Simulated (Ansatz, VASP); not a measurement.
**MgO in VASP and in Ansatz**

```xyz
4
Lattice="3.3153 0.0000 0.0000 -1.6576 2.8711 0.0000 0.0000 0.0000 5.1215" Properties=species:S:1:pos:R:3 pbc="T T T"
Mg   -0.1120    1.9888    0.0324
Mg    1.7696    0.8823    2.5931
O     0.1035    1.8451    2.0398
O     1.5542    1.0261    4.6006
```

Change from the starting cell: mode 4 frozen in at -0.112 Å and mode 5 at +0.075 Å (largest displacements).

Alike in both runs: task single point; functional PBE; k mesh 9 × 9 × 6; occupations gaussian, width 0.05 eV; no spin polarisation.

|  | VASP | Ansatz |
| --- | --- | --- |
| version | VASP 6.6.1 | Ansatz 0.2.0 |
| potentials or method | VASP PAW PBE potentials, release 64 (Mg, O), cutoff 520 eV | scalar-relativistic, plane waves, PAW |
| valence electrons in the cell | 16 | 32 |

Ansatz gave:

| Quantity | Value |
| --- | --- |
| gap on the k mesh at the Fermi level (eV) | 3.29 |
| least direct gap on the mesh (eV) | 3.29 |
| pressure (GPa) | -0.3 |
| traceless stress, the component that is largest in VASP (GPa) | 0.43 |
| rms of the force components (eV/Å) | 0.194 |

Question: Estimate VASP's values.

Answer: gap on the k mesh at the Fermi level (eV): 3.27; least direct gap on the mesh (eV): 3.27; pressure (GPa): -0.8; traceless stress, the component that is largest in VASP (GPa): 0.45; rms of the force components (eV/Å): 0.196.

Atom by atom the forces differ by 0.002 eV/Å (rms over components). VASP's potentials hold 16 valence electrons a cell and Ansatz's 32, so a difference there can come from the potentials and not from the codes.
